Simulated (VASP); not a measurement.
Crystal: TiC.

```
Ti C
1.0
     0.00000    2.16572    2.16572
     2.16572    0.00000    2.16572
     2.16572    2.16572    0.00000
Ti C
1 1
Direct
  0.00000 0.00000 0.00000
  0.50000 0.50000 0.50000
```

- Program: VASP 6.6.1
- Task: relaxation of cell and atoms
- Functional: PBE
- Potentials or basis: VASP PAW PBE potentials, release 64 (Ti_sv, C)
- Cutoff: 600 eV
- k mesh: 11 × 11 × 11
- Occupations: fermi-dirac, width 0.05 eV
- Spin: no spin polarisation
- Hubbard terms: Ti d U = 3.0 eV

At the start: pressure 8.9 GPa; volume 10.16 Å³/atom.

Where does the relaxation end?

Over 3 steps the energy falls by 9.6 meV/atom and the volume is 10.52 Å³/atom (+3.5 %); space group Fm-3m (No. 225, to 0.05 Å).

The path:
```tsv
step	energy change (eV)	largest force (eV/Å)	pressure (GPa)	volume (Å³)
1	0.0000	0.0000	8.88	20.32
2	0.0133	0.0000	-10.09	22.02
3	-0.0191	0.0000	-0.12	21.03
```

Final structure:
```yaml
crystal:
  lattice:
    - [0.00000, 2.19093, 2.19093]
    - [2.19093, 0.00000, 2.19093]
    - [2.19093, 2.19093, 0.00000]
  atoms:
    - { symbol: Ti, position: [0.00000, 0.00000, 0.00000] }
    - { symbol: C, position: [0.50000, 0.50000, 0.50000] }
```

Caveat: U without spin polarisation on a metal has little footing; the U is typed as a test and isn't derived for this compound.
